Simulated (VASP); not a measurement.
Wanted: the native input for a VASP 6.6.1 run.

```yaml
Task: single point
Functional: LDA
Potentials_or_basis: VASP PAW LDA potentials, release 64 (Pt)
Cutoff: 520 eV
k_mesh: 21 × 21 × 10
Occupations: gaussian, width 0.15 eV
Spin: collinear spin, ferromagnetic start
Starting_moments: "[0.2, 0.2] μB"
Fixed_moment: 0.4 μB
Dipole_correction: no
Further_INCAR_settings: ALGO = Fast; EDIFF = 1e-06; NBANDS = 21
```

The structure of Pt lies in POSCAR:

```
Pt
1.0
    2.8250521638      0.0000000000      0.0000000000
   -1.4125260819      2.4465669409      0.0000000000
    0.0000000000      0.0000000000      4.8781199007
Pt
2
Direct
    0.6666666667      0.3333333333      0.7500000000
    0.3333333333      0.6666666667      0.2500000000
```

One way to write it, as run:

INCAR

```
SYSTEM = Pt
  ALGO = Fast
  EDIFF = 1E-6
  ENCUT = 520
  GGA = CA
  ISIF = 2
  ISMEAR = 0
  ISPIN = 2
  LASPH = .True.
  LCHARG = .False.
  LMAXMIX = 4
  LORBIT = 11
  LREAL = .False.
  LWAVE = .False.
  MAGMOM = 0.2 0.2
  NBANDS = 21
  NELM = 150
  NUPDOWN = 0.4
  PREC = Accurate
  SIGMA = 0.15
```

KPOINTS

```
k-points
0
Gamma
  21 21 10
  0 0 0
```

Potentials or basis: VASP PAW LDA potentials, release 64 (Pt).

Command:

```bash
$ cat potpaw_LDA.64/Pt/POTCAR > POTCAR
$ mpirun -np 1 vasp_std > vasp.out
```

Results of the run:

```
Pressure                                              : -26.5 GPa
Net moment                                            : 0.40 μB per cell
Site moments                                          : Pt +0.20 μB
Valence electrons inside the program's atomic spheres : Pt 9.05
```

Caveat: the total moment is fixed, so each spin has its own Fermi level.

Wall time 7.9 min on 1 thread of Oxide Virtual Turin-like Processor (shared host), peak memory 0.32 GiB.
